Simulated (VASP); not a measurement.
Runs of VASP 6.6.1 on AsIr. The structure is that of space group Pm-3m (No. 221), or close to it. The cells are those of the table. 

| task | cell | k mesh | cutoff (eV) | gap on the mesh (eV) | pressure (GPa) | relaxed volume (Å³/atom) |
| --- | --- | --- | --- | --- | --- | --- |
| relaxation of cell and atoms | relaxed from a = 3.146 Å, 2 atoms | 18 × 18 × 18 | 600 | none | 0.0 | (a) |
| single point | a = 3.146 Å, 2 atoms | 6 × 6 × 6 | 520 | none | 0.4 | - |
| single point | a = 3.149 Å, 2 atoms | 18 × 18 × 18 | 520 | none | 0.4 | - |
| relaxation of cell and atoms | relaxed from a = 3.275 Å, 2 atoms | 6 × 6 × 6 | 600 | none | -0.2 | 15.63 |

Alike in all rows: level PBE; potentials or basis VASP PAW PBE potentials, release 64 (As, Ir); no spin polarisation; smearing gaussian 0.1 eV.

Fill in the values left out.

(a) 15.66.

Caveats: spin-orbit coupling is left out, which moves the levels of the heavy elements.

A k mesh can miss the band edges, and the runs leave out spin-orbit coupling on As, Ir.

A gap of «none» marks levels without a gap at the run's occupations.
